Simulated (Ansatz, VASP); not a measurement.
**MgO: VASP beside Ansatz**

The input INCAR:

```
PREC = Accurate ; ENCUT = 520
EDIFF = 1E-6 ; ISMEAR = 0
SIGMA = 0.05 ; LREAL = F
LASPH = T ; NELM = 80
ALGO = Normal ; ISIF = 2
LWAVE = F ; LCHARG = F
GGA = PE ; NBANDS = 11
```

File KPOINTS:

```
regular mesh
0
Gamma
  10 10 10
```

Contents of POSCAR:

```
MgO
1.0
    0.0000000000      2.1351500000      2.1351500000
    2.3753543750      0.0000000000      2.1351500000
    2.3753543750      2.1351500000      0.0000000000
Mg O
1 1
Direct
    0.0000000000      0.0000000000      0.0000000000
    0.5000000000      0.5000000000      0.5000000000
```

Input for Ansatz:

```yaml
crystal:
  lattice:
    - [0.0, 2.13515, 2.13515]
    - [2.375354375, 0.0, 2.13515]
    - [2.375354375, 2.13515, 0.0]
  atoms:
    - { symbol: Mg, position: [0.0, 0.0, 0.0] }
    - { symbol: O, position: [0.5, 0.5, 0.5] }
basis:
  ecutwfc: 420
kpoints:
  mp_grid: { grid: [10, 10, 10] }
hamiltonian:
  xc: pbe
scf:
  occupations: { method: gaussian, width: 0.05 }
output:
  forces: true
  stress: true
  eigenvalues: true
```

Change from the starting cell: strain +0.1125 x Voigt [1, 0, 0, 0, 0, 0], atoms carried along.

Alike in both runs: task single point; functional PBE; k mesh 10 × 10 × 10; occupations gaussian, width 0.05 eV; no spin polarisation.

```csv
,VASP,Ansatz
version,VASP 6.6.1,Ansatz 0.2.0
potentials or method,"VASP PAW PBE potentials, release 64 (Mg, O), cutoff 520 eV","scalar-relativistic, plane waves, PAW"
valence electrons in the cell,8,16
```

Ansatz gave:

```
gap on the k mesh at the Fermi level (eV)                     : 3.30
least direct gap on the mesh (eV)                             : 3.30
pressure (GPa)                                                : -11.6
traceless stress, the component that is largest in VASP (GPa) : -4.19
```

Task: Which values does VASP return?

Result: gap on the k mesh at the Fermi level (eV): 3.28; least direct gap on the mesh (eV): 3.28; pressure (GPa): -12.3; traceless stress, the component that is largest in VASP (GPa): -4.16.

VASP's potentials hold 8 valence electrons a cell and Ansatz's 16, so a difference there can come from the potentials and not from the codes.
